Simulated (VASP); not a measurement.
A run of VASP 6.6.1 is set up as follows.

Contents of INCAR:

```
  PREC = Accurate
  ENCUT = 520
  EDIFF = 1E-6
  ISMEAR = 1
  SIGMA = 0.1
  LREAL = F
  LASPH = T
  NELM = 100
  ALGO = Normal
  ISIF = 2
  LWAVE = F
  LCHARG = F
  GGA = PS
  NBANDS = 20
```

The input KPOINTS:

```
Automatic mesh
0
Gamma
  6 6 3
```

File POSCAR:

```
MoS2
1.0
    3.2219521102      0.0406819698      0.0029550584
   -1.5757449701      2.7986998911      0.0062395659
    0.0057703506      0.0174208681      6.4165799133
Mo S
1 2
Direct
    0.0064100000      0.9986900000      0.4964200000
    0.3317800000      0.6689500000      0.2568600000
    0.6718800000      0.3327600000      0.7465300000
```

Potentials or basis: VASP PAW PBE potentials, release 64 (Mo_sv, S).

Run with:

```bash
$ cat potpaw_PBE.64/Mo_sv/POTCAR potpaw_PBE.64/S/POTCAR > POTCAR
$ mpirun -np 1 vasp_std > vasp.out
```

**Question.** What does it give for the largest force?

**Answer.** 0.838 eV/Å.

**Question.** What does it give for the band gap on the k mesh?

**Answer.** Zero (band 13 reaches 7.14 eV, above the bottom of band 14 at 6.24 eV).

Forces on the atoms (eV/Å):
```
Mo  -0.213  0.076  0.736
S    0.344 -0.061  0.091
S   -0.132 -0.015 -0.827
```

Caveat: the k points lie up to 0.37 Å⁻¹ apart; the PAW data sets were made with another functional, which shifts forces and pressure a little.
